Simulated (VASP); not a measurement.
Input of a VASP 6.6.1 run:

Contents of INCAR:

```
SYSTEM = LiS2
  ALGO = Normal
  EDIFF = 1E-6
  ENCUT = 520
  GGA = PE
  ISIF = 2
  ISMEAR = 0
  LASPH = .True.
  LCHARG = .False.
  LREAL = .False.
  LWAVE = .False.
  NBANDS = 24
  NELM = 80
  PREC = Accurate
  SIGMA = 0.1
```

File KPOINTS:

```
k-points
0
Gamma
  12 12 2
  0 0 0
```

Contents of POSCAR:

```
LiS2
1.0
    2.4945592296     -0.6673933933      0.0003237195
   -1.8292345629      3.1623487704     -0.0015915472
    0.0736875675     -0.0728630289     16.1485672100
Li S
2 4
Direct
    0.5392221287      0.7679051117      0.2501452768
    0.4604989895      0.2319625928      0.7498558855
    0.4611852355      0.7289659106      0.6336054704
    0.5392388052      0.2640392469      0.1337907457
    0.4601586701      0.7353003239      0.8661005353
    0.5396961711      0.2718268141      0.3665020863
```

Potentials or basis: VASP PAW PBE potentials, release 64 (Li_sv, S).

Launch:

```bash
$ cat potpaw_PBE.64/Li_sv/POTCAR potpaw_PBE.64/S/POTCAR > POTCAR
$ mpirun -np 1 vasp_std > vasp.out
```

Problem. Estimate the band gap on the k mesh.

Solution. Zero (bands 15 and 16 overlap by 6.33 eV).

Problem. Estimate the largest force.

Solution. 0.007 eV/Å.

Forces in eV/Å, atoms in the order of the input:
```
Li   0.000  0.000  0.000
Li   0.000  0.000  0.000
S    0.001  0.000 -0.006
S    0.000  0.001  0.000
S    0.000  0.000  0.007
S   -0.001 -0.001  0.000
```
